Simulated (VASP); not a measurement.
Set up this calculation in VASP 6.6.1, as the native input.

- Task: single point
- Functional: r2SCAN
- Potentials or basis: VASP PAW PBE potentials, release 64 (K_sv, Cl)
- Cutoff: 520 eV
- k mesh: 8 × 8 × 8
- Occupations: gaussian, width 0.01 eV
- Spin: no spin polarisation
- Dipole correction: no
- Further INCAR settings: ALGO = Normal; EDIFF = 1e-06; NBANDS = 15

The system is KCl.

```
K Cl
1.0
     0.00000    3.10931    3.14485
     3.10931    0.00000    3.14485
     3.10931    3.10931    0.00000
K Cl
1 1
Direct
  0.00000 0.00000 0.00000
  0.50000 0.50000 0.50000
```

This cell differs from its parent crystal: biaxial xy strain -1.1%.

The input as run:

POSCAR

```
KCl
1.0
    0.0000000000      3.1093115361      3.1448483221
    3.1093115361      0.0000000000      3.1448483221
    3.1093115361      3.1093115361      0.0000000000
K Cl
1 1
Direct
    0.0000000000      0.0000000000      0.0000000000
    0.5000000000      0.5000000000      0.5000000000
```

INCAR.step1

```
PREC = Accurate
ENCUT = 520
ISMEAR = 0
SIGMA = 0.01
LREAL = False
LASPH = True
NELM = 100
NBANDS = 15
GGA = PE
ALGO = Normal
EDIFF = 1E-4
LWAVE = True
LCHARG = False
```

INCAR.step2

```
PREC = Accurate
ENCUT = 520
EDIFF = 1E-6
ISMEAR = 0
SIGMA = 0.01
LREAL = False
LASPH = True
NELM = 100
ALGO = Normal
ISIF = 2
LWAVE = False
LCHARG = False
METAGGA = R2SCAN
LMIXTAU = True
NBANDS = 15
ISTART = 1
```

KPOINTS

```
Automatic mesh
0
Gamma
  8 8 8
```

Potentials or basis: VASP PAW PBE potentials, release 64 (K_sv, Cl).

Run with:

```bash
$ cat potpaw_PBE.64/K_sv/POTCAR potpaw_PBE.64/Cl/POTCAR > POTCAR
$ cp INCAR.step1 INCAR
$ mpirun -np 1 vasp_std > vasp.out
$ cp INCAR.step2 INCAR
$ mpirun -np 1 vasp_std > vasp.out
```

It gave:

```
Pressure               : 0.5 GPa
Band gap on the k mesh : 5.91 eV, direct
```

Caveat: the cell differs from its parent crystal (biaxial xy strain -1.1%); the PAW data sets were made with another functional, which shifts forces and pressure a little.

It took 110 s on 1 thread of Intel(R) Xeon(R) 6975P-C (Granite Rapids) (shared host), peak memory 0.24 GiB.
